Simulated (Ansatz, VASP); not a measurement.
**One calculation of Rh, two programs**

```
Rh
1.0
     2.86467    0.00000    0.00000
    -1.43234    2.48088    0.00000
     0.00000    0.00000    4.08645
Rh
2
Direct
  0.66667 0.33333 0.75000
  0.33333 0.66667 0.25000
```

Alike in both runs: task single point; functional PBE; k mesh 21 × 21 × 12; occupations gaussian, width 0.15 eV; no spin polarisation.

|  | VASP | Ansatz |
| --- | --- | --- |
| version | VASP 6.6.1 | Ansatz 0.2.0 |
| potentials or method | VASP PAW PBE potentials, release 64 (Rh_pv), cutoff 520 eV | scalar-relativistic, plane waves, PAW |
| valence electrons in the cell | 30 | 34 |

|  | VASP | Ansatz | Ansatz less VASP |
| --- | --- | --- | --- |
| gap on the k mesh at the Fermi level (eV) | none | none | - |
| pressure (GPa) | -2.7 | -2.6 | +0.05 |
| traceless stress, the component that is largest in VASP (GPa) | 15.86 | 15.87 | +0.014 |

A gap of «none» marks a metal or a gap that the smearing closes. VASP's potentials hold 30 valence electrons a cell and Ansatz's 34, so a difference there can come from the potentials and not from the codes.
